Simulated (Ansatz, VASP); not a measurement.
# HfN: VASP beside Ansatz

INCAR

```
PREC     = Accurate       # precision mode
ENCUT    = 520            # plane-wave cutoff, eV
EDIFF    = 1E-6           # SCF threshold, eV
ISMEAR   = 0              # smearing method
SIGMA    = 0.15           # smearing width, eV
LREAL    = False          # projectors in reciprocal space
LASPH    = True           # aspherical terms in the spheres
NELM     = 60             # most SCF steps
ALGO     = Normal         # electronic algorithm
ISIF     = 2              # what is computed and relaxed
LWAVE    = False          # write WAVECAR
LCHARG   = False          # write CHGCAR
NBANDS   = 14             # bands
```

File KPOINTS:

```
Automatic mesh
0
Gamma
  18 18 18
```

Contents of POSCAR:

```
HfN
1.0
    0.0000000000      2.0782800000      2.0782800000
    2.0782800000      0.0000000000      2.0782800000
    2.0782800000      2.0782800000      0.0000000000
Hf N
1 1
Direct
    0.0000000000      0.0000000000      0.0000000000
    0.5000000000      0.5000000000      0.5000000000
```

Input for Ansatz:

```yaml
crystal:
  lattice:
    - [0.0, 2.07828, 2.07828]
    - [2.07828, 0.0, 2.07828]
    - [2.07828, 2.07828, 0.0]
  atoms:
    - { symbol: Hf, position: [0.0, 0.0, 0.0] }
    - { symbol: "N", position: [0.5, 0.5, 0.5] }
basis:
  ecutwfc: 420
kpoints:
  mp_grid: { grid: [18, 18, 18] }
hamiltonian:
  xc: lda
scf:
  occupations: { method: gaussian, width: 0.15 }
output:
  forces: true
  stress: true
  eigenvalues: true
```

Change from the starting cell: strain -0.080 along x and y, -0.080 along z, atoms carried along.

Alike in both runs: task single point; functional LDA; k mesh 18 × 18 × 18; occupations gaussian, width 0.15 eV; no spin polarisation.

```csv
,VASP,Ansatz
version,VASP 6.6.1,Ansatz 0.2.0
potentials or method,"VASP PAW LDA potentials, release 64 (Hf_pv, N), cutoff 520 eV","scalar-relativistic, plane waves, PAW"
valence electrons in the cell,15,31
```

VASP gave:

```
gap on the k mesh at the Fermi level (eV) : none
pressure (GPa)                            : 103.7
```

Task: Which values does Ansatz return?

Result: gap on the k mesh at the Fermi level (eV): none; pressure (GPa): 103.2.

LDA's correlation is that of Perdew and Zunger in VASP and of Perdew and Wang (1992) in Ansatz. A gap of «none» marks a metal or a gap that the smearing closes. Both programs put the cell under a high pressure, so it lies far from rest at this level. VASP's potentials hold 15 valence electrons a cell and Ansatz's 31, so a difference there can come from the potentials and not from the codes.

Neither program's run includes spin-orbit coupling. Noted on VASP's run: the cell as given lies far from equilibrium.
